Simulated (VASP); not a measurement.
Re, 2 atoms in the cell. It takes space group I4_1/amd (No. 141, tetragonal). Conventional cell: a = 4.344 Å, b = 4.344 Å, c = 2.276 Å, α = 90.00°, β = 90.00°, γ = 90.00°. Re (site symmetry -4m2) has 10 Re at 2.25 to 2.76 Å within 3.0 Å.  This cell differs from its parent crystal: volume scaled by 0.65.

- Program: VASP 6.6.1
- Task: single point
- Functional: PBE
- Potentials or basis: VASP PAW PBE potentials, release 64 (Re)
- Cutoff: 520 eV
- k mesh: 18 × 18 × 18
- Occupations: fermi-dirac, width 0.1 eV
- Spin: no spin polarisation
- Dipole correction: no
- Further INCAR settings: ALGO = Normal; EDIFF = 1e-06; NBANDS = 14

Potentials or basis: VASP PAW PBE potentials, release 64 (Re).

The run is started by

```bash
$ cat potpaw_PBE.64/Re/POTCAR > POTCAR
$ mpirun -np 1 vasp_std > vasp.out
```

Hardware: 1 thread of Intel(R) Xeon(R) Platinum 8375C CPU @ 2.90GHz (Ice Lake), on a shared host.

Task: Estimate the wall time of this run.

Result: Run time: 72 s on 1 thread of Intel(R) Xeon(R) Platinum 8375C CPU @ 2.90GHz (Ice Lake), with other jobs on the host, peak memory 0.25 GiB. Counts: scf iterations 10, k points 480.
